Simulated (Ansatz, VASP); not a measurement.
Two plane-wave programs on GaP

The input POSCAR:

```
GaP
1.0
    0.0000000000      2.7252500000      2.9977750000
    2.7252500000      0.0000000000      2.9977750000
    2.7252500000      2.7252500000      0.0000000000
Ga P
1 1
Direct
    0.0000000000      0.0000000000      0.0000000000
    0.7500000000      0.7500000000      0.7500000000
```

File INCAR.step1:

```
SYSTEM = GaP
ALGO = Normal
EDIFF = 1E-4
ENCUT = 520
GGA = PE
ISMEAR = 0
LASPH = .TRUE.
LCHARG = .FALSE.
LREAL = .FALSE.
LWAVE = .TRUE.
NBANDS = 16
NELM = 100
PREC = Accurate
SIGMA = 0.05
```

INCAR.step2

```
SYSTEM = GaP
ALGO = Normal
EDIFF = 1E-6
ENCUT = 520
ISIF = 2
ISMEAR = 0
ISTART = 1
LASPH = .TRUE.
LCHARG = .FALSE.
LMIXTAU = .TRUE.
LREAL = .FALSE.
LWAVE = .FALSE.
METAGGA = R2SCAN
NBANDS = 16
NELM = 100
PREC = Accurate
SIGMA = 0.05
```

Contents of KPOINTS:

```
k-points
0
G
  8 8 8
  0 0 0
```

Input for Ansatz:

```yaml
crystal:
  lattice:
    - [0.0, 2.72525, 2.997775]
    - [2.72525, 0.0, 2.997775]
    - [2.72525, 2.72525, 0.0]
  atoms:
    - { symbol: Ga, position: [0.0, 0.0, 0.0] }
    - { symbol: P, position: [0.75, 0.75, 0.75] }
basis:
  ecutwfc: 500
kpoints:
  mp_grid: { grid: [8, 8, 8] }
hamiltonian:
  xc: r2scan
scf:
  occupations: { method: gaussian, width: 0.05 }
output:
  forces: true
  stress: true
  eigenvalues: true
```

Change from the starting cell: strain +0.1000 x Voigt [0, 0, 1, 0, 0, 0], atoms carried along.

Alike in both runs: task single point; functional r2SCAN; k mesh 8 × 8 × 8; occupations gaussian, width 0.05 eV; no spin polarisation.

|  | VASP | Ansatz |
| --- | --- | --- |
| version | VASP 6.6.1 | Ansatz 0.2.0 |
| potentials or method | VASP PAW PBE potentials, release 64 (Ga_d, P), cutoff 520 eV | scalar-relativistic, plane waves, PAW |
| valence electrons in the cell | 18 | 18 |

VASP gave:

```
gap on the k mesh at the Fermi level (eV)                     : 1.23
least direct gap on the mesh (eV)                             : 1.23
pressure (GPa)                                                : -6.8
traceless stress, the component that is largest in VASP (GPa) : -5.75
```

Q: Which values does Ansatz return?

A: gap on the k mesh at the Fermi level (eV): 1.25; least direct gap on the mesh (eV): 1.25; pressure (GPa): -6.8; traceless stress, the component that is largest in VASP (GPa): -5.73.

VASP's potentials were made for PBE, not for r2SCAN.
